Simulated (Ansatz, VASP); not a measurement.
## HfSi: VASP beside Ansatz

POSCAR

```
HfSi
1.0
    2.9817508702      0.0000000000      0.0000000000
    0.0000000000      2.9817508702      0.0000000000
    0.0000000000      0.0000000000      3.9082234620
Hf Si
1 1
Direct
    0.5000000000      0.5000000000      0.5000000000
    0.0000000000      0.0000000000      0.0000000000
```

The input INCAR.step1:

```
PREC = Accurate ; ENCUT = 520
ISMEAR = 0 ; SIGMA = 0.1
LREAL = False ; LASPH = True
NELM = 80 ; NBANDS = 14
GGA = PE ; ALGO = Normal
EDIFF = 1E-4 ; LWAVE = True
LCHARG = False
```

File INCAR.step2:

```
PREC = Accurate ; ENCUT = 520
EDIFF = 1E-6 ; ISMEAR = 0
SIGMA = 0.1 ; LREAL = False
LASPH = True ; NELM = 80
ALGO = Normal ; ISIF = 2
LWAVE = False ; LCHARG = True
METAGGA = R2SCAN ; LMIXTAU = True
LELF = True ; LVHAR = True
NBANDS = 14 ; ISTART = 1
```

KPOINTS

```
regular mesh
0
Gamma
  6 6 6
```

Input for Ansatz:

```yaml
crystal:
  lattice:
    - [2.9817508702, 0.0, 0.0]
    - [0.0, 2.9817508702, 0.0]
    - [0.0, 0.0, 3.908223462]
  atoms:
    - { symbol: Hf, position: [0.5, 0.5, 0.5] }
    - { symbol: Si, position: [0.0, 0.0, 0.0] }
basis:
  ecutwfc: 500
kpoints:
  mp_grid: { grid: [6, 6, 6] }
hamiltonian:
  xc: r2scan
scf:
  occupations: { method: gaussian, width: 0.1 }
  lower_state_search: "off"
output:
  forces: true
  stress: true
  eigenvalues: true
```

Alike in both runs: task single point; functional r2SCAN; k mesh 6 × 6 × 6; occupations gaussian, width 0.1 eV; no spin polarisation.

```csv
,VASP,Ansatz
version,VASP 6.6.1,Ansatz 0.2.0
potentials or method,"VASP PAW PBE potentials, release 64 (Hf_pv, Si), cutoff 520 eV","scalar-relativistic, plane waves, PAW"
valence electrons in the cell,14,30
```

Ansatz gave:

- gap on the k mesh at the Fermi level (eV): none
- pressure (GPa): -1.8
- traceless stress, the component that is largest in VASP (GPa): -1.94

Q: What did VASP give for the same quantities?

A: gap on the k mesh at the Fermi level (eV): none; pressure (GPa): -2.2; traceless stress, the component that is largest in VASP (GPa): -1.98.

VASP's potentials were made for PBE, not for r2SCAN. A gap of «none» marks a metal or a gap that the smearing closes. VASP's potentials hold 14 valence electrons a cell and Ansatz's 30, so a difference there can come from the potentials and not from the codes.

Spin-orbit coupling is off throughout.
